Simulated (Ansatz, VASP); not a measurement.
## One calculation of WS2, two programs

INCAR

```
SYSTEM = WS2
PREC = Accurate
ENCUT = 520
EDIFF = 1E-7
ISMEAR = 0
SIGMA = 0.05
LREAL = .FALSE.
LASPH = .TRUE.
NELM = 60
ALGO = Normal
ISIF = 2
LWAVE = .FALSE.
LCHARG = .FALSE.
GGA = PE
IVDW = 12
NBANDS = 35
```

The input KPOINTS:

```
Automatic mesh
0
G
  10 10 3
  0 0 0
```

Contents of POSCAR:

```
WS2
1.0
   -3.1542061832      0.0000000000      0.0000000000
   -1.5771030916     -2.7316226834      0.0000000000
   -2.7597727000     -1.5933555112     12.1399091344
W S
2 4
Direct
    0.1875083333      0.1875083333      0.2500000000
    0.2291916667      0.2291916667      0.7500000000
   -0.0284803192     -0.0284803192      0.6202874207
    0.5965030142      0.5965030142      0.1202874207
   -0.1798030142     -0.1798030142      0.8797125793
    0.4451803192      0.4451803192      0.3797125793
```

Input for Ansatz:

```yaml
crystal:
  lattice:
    - [-3.1542061832, 0.0, 0.0]
    - [-1.5771030916, -2.7316226834, 0.0]
    - [-2.7597727, -1.5933555112, 12.1399091344]
  atoms:
    - { symbol: W, position: [0.1875083333, 0.1875083333, 0.25] }
    - { symbol: W, position: [0.2291916667, 0.2291916667, 0.75] }
    - { symbol: S, position: [-0.0284803192, -0.0284803192, 0.6202874207] }
    - { symbol: S, position: [0.5965030142, 0.5965030142, 0.1202874207] }
    - { symbol: S, position: [-0.1798030142, -0.1798030142, 0.8797125793] }
    - { symbol: S, position: [0.4451803192, 0.4451803192, 0.3797125793] }
basis:
  ecutwfc: 420
kpoints:
  mp_grid: { grid: [10, 10, 3] }
hamiltonian:
  xc: pbe
  dispersion: d3bj
scf:
  occupations: { method: gaussian, width: 0.05 }
output:
  forces: true
  stress: true
  eigenvalues: true
```

Alike in both runs: task single point; functional PBE; dispersion D3(BJ); k mesh 10 × 10 × 3; occupations gaussian, width 0.05 eV; no spin polarisation.

|  | VASP | Ansatz |
| --- | --- | --- |
| version | VASP 6.6.1 | Ansatz 0.2.0 |
| potentials or method | VASP PAW PBE potentials, release 64 (W_sv, S), cutoff 520 eV | scalar-relativistic, plane waves, PAW |
| valence electrons in the cell | 52 | 52 |

```csv
,VASP,Ansatz,Ansatz less VASP
gap on the k mesh at the Fermi level (eV),0.84,0.82,-0.018
least direct gap on the mesh (eV),2.00,1.99,-0.014
pressure (GPa),1.0,1.0,+0.03
"traceless stress, the component that is largest in VASP (GPa)",1.84,1.83,-0.007
rms of the force components (eV/Å),0.170,0.170,+0.0002
```

Atom by atom the forces differ by 0.001 eV/Å (rms over components).

Neither program's run includes spin-orbit coupling.
